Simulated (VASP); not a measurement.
# Sb (P6/mmm) in VASP: further runs, part 2 of 2

VASP 6.6.1. Earlier steps stand in the parts before.

## Step 3: Relaxation of cell and atoms, PBE

This run uses another cell than the first one: it holds 2 atoms, not 1.

INCAR

```
PREC     = Accurate       # precision mode
ENCUT    = 500            # plane-wave cutoff, eV
EDIFF    = 1E-7           # SCF threshold, eV
ISMEAR   = 0              # smearing method
SIGMA    = 0.1            # smearing width, eV
LREAL    = False          # projectors in reciprocal space
LASPH    = True           # aspherical terms in the spheres
NELM     = 120            # most SCF steps
ALGO     = Normal         # electronic algorithm
ISIF     = 3              # what is computed and relaxed
LWAVE    = False          # write WAVECAR
LCHARG   = False          # write CHGCAR
GGA      = PE             # functional
IBRION   = 2              # ionic algorithm
NSW      = 90             # ionic steps
EDIFFG   = -0.04          # ionic threshold
GGA_COMPAT= False        
NELMIN   = 4
```

KPOINTS

```
Automatic mesh
0
Gamma
  6 6 4
```

POSCAR

```
Sb
1.0
    3.6184699200      0.0000000000      0.0000000000
   -1.8092349600      3.1336868800      0.0000000000
    0.0000000000      0.0000000000      6.0206391400
Sb
2
Direct
    0.0000000000      0.0000000000      0.2059912700
    0.0000000000      0.0000000000      0.7940087300
```

Potentials or basis: VASP PAW PBE potentials, release 64 (Sb_d_GW).

Started as:

```sh
> cat potpaw_PBE.64/Sb_d_GW/POTCAR > POTCAR
> mpirun -np 1 vasp_std > vasp.out
```

OUTCAR:

```text
PREC = Accurate
   ENCUT = 500
   EDIFF = 1E-7
   ISMEAR = 0
   LREAL = False
   LASPH = True
   NELM = 120
   ISIF = 3
   GGA = PE
   IBRION = 2
   NSW = 90
   EDIFFG = -0.04
   NELMIN = 4

 ion  position               nearest neighbor table
   1  0.000  0.000  0.206-   2 2.48
   2  0.000  0.000  0.794-   1 2.48

  LATTYP: Found a hexagonal cell.
 ALAT       =     3.6184699200
 C/A-ratio  =     1.6638632552

  Lattice vectors:

 A1 = (   3.6184699200,   0.0000000000,   0.0000000000)
 A2 = (  -1.8092349600,   3.1336868800,   0.0000000000)
 A3 = (   0.0000000000,   0.0000000000,   6.0206391400)

Analysis of symmetry for initial positions (statically):
=====================================================================
 Subroutine PRICEL returns:
 Original cell was already a primitive cell.

 Routine SETGRP: Setting up the symmetry group for a
 hexagonal supercell.

 Subroutine GETGRP returns: Found 24 space group operations
 (whereof 24 operations were pure point group operations)
 out of a pool of 24 trial point group operations.

The static configuration has the point symmetry D_6h.

Analysis of symmetry for dynamics (positions and initial velocities):
=====================================================================
 Subroutine PRICEL returns:
 Original cell was already a primitive cell.

 Routine SETGRP: Setting up the symmetry group for a
 hexagonal supercell.

 Subroutine GETGRP returns: Found 24 space group operations
 (whereof 24 operations were pure point group operations)
 out of a pool of 24 trial point group operations.

The dynamic configuration has the point symmetry D_6h.

 Subroutine INISYM returns: Found 24 space group operations
[... 95 lines left out ...]
   EDIFFG = -.4E-01   stopping-criterion for IOM
   NSW    =     90    number of steps for IOM
   IBRION =      2    ionic relax: 0-MD 1-quasi-New 2-CG
   NFREE  =      1    steps in history (QN), initial steepest desc. (CG)
   ISIF   =      3    stress and relaxation
   ISYM   =      2    0-nonsym 1-usesym 2-fastsym
   POTIM  = 0.5000    time-step for ionic-motion
   TEBEG  =    0.0;   TEEND  =   0.0 temperature during run
   PSTRESS=    0.0 pullay stress
   NELECT =      30.0000    total number of electrons
   NUPDOWN=      -1.0000    fix difference up-down
   EMIN   =  10.00;   EMAX   =-10.00  energy-range for DOS
   EFERMI =   0.00;   METHOD = LEGACY
   ISMEAR =     0;   SIGMA  =   0.10  broadening in eV -4-tet -1-fermi 0-gaus
   EFERMI_NEDOS =   21; number of points for ismear=-14 and -15
   IALGO  =     38    algorithm
   IMIX   =      4    mixing-type and parameters
     AMIX     =   0.40;   BMIX     =  1.00
     AMIX_MAG =   1.60;   BMIX_MAG =  1.00
  volume/ion in A,a.u.               =      34.13       230.35
  Fermi-wavevector in a.u.,A,eV,Ry     =   1.244632  2.352013 21.076895  1.549108
  Thomas-Fermi vector in A             =   2.378890
   LORBIT       =      0    0 simple, 1 ext, 2 COOP (PROOUT), +10 PAW based schemes
   GGA     = PE    functional components
   LHFCALC =     F    Hartree Fock is set to
   AEXX    =    0.0000 exact exchange contribution
   IVDW    =     0    specifies the selected vdW correction
   LEPSILON=     F    determine dielectric tensor
   LRPA    =     F    only Hartree local field effects (RPA)
 conjugate gradient relaxation of ions
 non-spin polarized calculation
 Gauss-broadening in eV      SIGMA  =   0.10
  energy-cutoff  :      500.00
  volume of cell :       68.27
 maximum number of plane-waves:      1762
 NGX is ok and might be reduce to    28

--------------------------------------- Ionic step        1  -------------------------------------------

 number of electron      30.0000010 magnetization

 Free energy of the ion-electron system (eV)
  ---------------------------------------------------
  ext. energy  EPLUGINS =         0.00000000
  ---------------------------------------------------
  free energy    TOTEN  =        -6.93000358 eV

  energy without entropy =       -6.91422672  energy(sigma->0) =       -6.92211515

------------------------ aborting loop because EDIFF is reached ----------------------------------------

  FORCE on cell =-STRESS in cart. coord.  units (eV):
  Direction    XX          YY          ZZ          XY          YZ          ZX
  --------------------------------------------------------------------------------------
  -------------------------------------------------------------------------------------
  Total       -2.9916700     -2.9916700     10.9488362      0.0000000      0.0000000      0.0000000
  in kB      -70.2103441    -70.2103444    256.9539966      0.0000000      0.0000000      0.0000000
  external PRESSURE =      38.8444361 kB  Pullay stress =       0.0000000 kB
[... 275 lines left out ...]
--------------------------------------- Ionic step        9  -------------------------------------------

 number of electron      30.0000016 magnetization

 Free energy of the ion-electron system (eV)
  ---------------------------------------------------
  ext. energy  EPLUGINS =         0.00000000
  ---------------------------------------------------
  free energy    TOTEN  =        -7.99547516 eV

  energy without entropy =       -7.98968798  energy(sigma->0) =       -7.99258157

 E-fermi :   5.2447     XC(G=0):  -9.8702

 val. band max:        5.1746426860   @ k =   0.3333   0.3333   0.5000
 cond. band min:       5.3116759035   @ k =   0.1667   0.1667   0.2500
 fundamental gap:      0.1370332175
 Fermi energy:         5.2447278866

 k-point     1 :       0.0000    0.0000    0.0000
  band No.  band energies     occupation
      1     -24.2371      2.00000
      2     -24.2108      2.00000
      3     -24.2108      2.00000
      4     -24.2044      2.00000
      5     -24.2044      2.00000
      6     -24.1306      2.00000
[... 480 lines left out ...]
  FREE ENERGIE OF THE ION-ELECTRON SYSTEM (eV)
  ---------------------------------------------------
  free  energy   TOTEN  =        -7.9954751577 eV

  energy  without entropy=       -7.9896879771  energy(sigma->0) =       -7.99258157

 reached required accuracy - stopping structural energy minimisation
```

CONTCAR:

```text
Sb
   1.00000000000000
     3.3038618686819041    0.0000000000000000    0.0000000000000000
    -1.6519309343409521    2.8612283137027728    0.0000000000000000
     0.0000000000000000    0.0000000000000000    6.4879944920432244
  Sb
     2
Direct
     0.0000000000000000    0.0000000000000000    0.2210069163526045
     0.0000000000000000    0.0000000000000000    0.7789930836473954

  0.00000000E+00  0.00000000E+00  0.00000000E+00
  0.00000000E+00  0.00000000E+00  0.00000000E+00
```

Wall time 2.2 min (1 thread of Intel Xeon 6975P-C (Granite Rapids), shared host); peak memory 0.21 GiB.

What came out:

```
Free energy                            : -7.9955 eV
Relaxed volume                         : 30.67 Å³/atom
Relaxed cell                           : a = 3.304 Å, b = 3.304 Å, c = 6.488 Å, α = 90.00°, β = 90.00°, γ = 120.00°
Space group after relaxing (to 0.05 Å) : P6/mmm (No. 191)
Energy gained by relaxing              : 532.7 meV/atom
Ionic steps                            : 9
Pressure after relaxing                : 0.1 GPa
Largest force after relaxing           : 0.022 eV/Å
Band gap on the k mesh                 : zero (band 15 reaches 9.59 eV, above the bottom of band 16 at 2.53 eV)
```

Forces on the atoms (eV/Å):
```
Sb   0.000  0.000 -0.022
Sb   0.000  0.000  0.022
```

The path:
| step | energy change (eV) | largest force (eV/Å) | pressure (GPa) | volume (Å³) |
| --- | --- | --- | --- | --- |
| 1 | 0.0000 | 3.9888 | 3.88 | 68.27 |
| 2 | -0.2773 | 0.3317 | -5.52 | 74.29 |
| 3 | -0.8447 | 0.5570 | -5.75 | 71.35 |
| 4 | -0.8507 | 0.4301 | -5.49 | 71.15 |
| 5 | -0.8512 | 0.3421 | -5.34 | 71.03 |
| 6 | -1.0432 | 0.3190 | -0.32 | 61.46 |
| 7 | -1.0483 | 0.3293 | -1.27 | 62.63 |
| 8 | -1.0580 | 0.2480 | 1.02 | 60.52 |
| 9 | -1.0655 | 0.0219 | 0.05 | 61.33 |

Final structure:
```
Sb
1.0
     3.30386    0.00000    0.00000
    -1.65193    2.86123    0.00000
     0.00000    0.00000    6.48799
Sb
2
Direct
  0.00000 0.00000 0.22101
  0.00000 0.00000 0.77899
```

Levels at points of the mesh, in eV from the Fermi level:
| k point | band 13 | band 14 | band 15 | band 16 | band 17 | band 18 |
| --- | --- | --- | --- | --- | --- | --- |
| (0.00, 0.00, 0.00) | -5.47 | 2.38 | 4.05 | 4.05 | 5.94 | 5.94 |
| (0.50, 0.00, 0.00) | -5.63 | -3.75 | -2.76 | 1.17 | 2.40 | 2.99 |
| (0.00, 0.00, 0.50) | -3.25 | -1.50 | 4.34 | 4.34 | 5.45 | 5.45 |
| (0.50, 0.00, 0.50) | -5.30 | -4.34 | -0.58 | 1.46 | 1.61 | 2.49 |

Caveat: spin-orbit coupling is left out, which moves the levels of the heavy elements.
